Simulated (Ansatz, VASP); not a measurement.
One calculation of Mg, two programs

```
Mg
1.0
     3.20930    0.00000    0.00000
    -1.60465    2.77934    0.00000
     0.00000    0.00000    5.21030
Mg
2
Direct
  0.66667 0.33333 0.75000
  0.33333 0.66667 0.25000
```

Alike in both runs: task relaxation of cell and atoms; functional revPBE; dispersion D4; k mesh 10 × 10 × 5; occupations fermi-dirac, width 0.05 eV; no spin polarisation.

```csv
,VASP,Ansatz
version,VASP 6.6.1,Ansatz 0.2.0
potentials or method,"VASP PAW PBE potentials, release 64 (Mg), cutoff 600 eV","all-electron LAPW, scalar-relativistic"
```

```csv
,VASP,Ansatz,Ansatz less VASP
relaxed volume (Å³/atom),23.25,23.25,+0.002
relaxed cell length with the largest relative difference (Å),5.319,5.317,-0.0022
```

VASP's potentials were made for PBE, not for revPBE. Ansatz ran all-electron here, and VASP with PAW potentials.
